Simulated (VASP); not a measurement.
Here is a VASP 6.6.1 calculation.

File INCAR:

```
PREC = Accurate
ENCUT = 520
EDIFF = 1E-6
ISMEAR = 0
SIGMA = 0.1
LREAL = F
LASPH = T
NELM = 80
ALGO = Fast
ISIF = 2
LWAVE = F
LCHARG = F
GGA = PE
NBANDS = 38
```

File KPOINTS:

```
Automatic mesh
0
Gamma
  12 12 8
```

The input POSCAR:

```
Sc5Al
1.0
    5.4036303341      0.0000000000      0.0000000000
   -2.7018151670      4.6796811420      0.0000000000
    0.0000000000      0.0000000000      4.9344990098
Sc Al
5 1
Direct
    0.0000000000      0.6855090313      0.0000000000
    0.6855090313      0.0000000000      0.0000000000
    0.3144909687      0.3144909687      0.0000000000
    0.3333333333      0.6666666667      0.5000000000
    0.6666666667      0.3333333333      0.5000000000
    0.0000000000      0.0000000000      0.5000000000
```

Potentials or basis: VASP PAW PBE potentials, release 64 (Sc_sv, Al).

The run is started by

```console
$ cat potpaw_PBE.64/Sc_sv/POTCAR potpaw_PBE.64/Al/POTCAR > POTCAR
$ mpirun -np 1 vasp_std > vasp.out
```

(1) Predict the pressure.

(2) Predict the band gap on the k mesh.

(3) Estimate the largest force.

## Answers

(1) 6.5 GPa.

(2) zero (bands 29 and 30 overlap by 0.56 eV).

(3) 0.013 eV/Å.

Caveat: the cell stands under pressure.
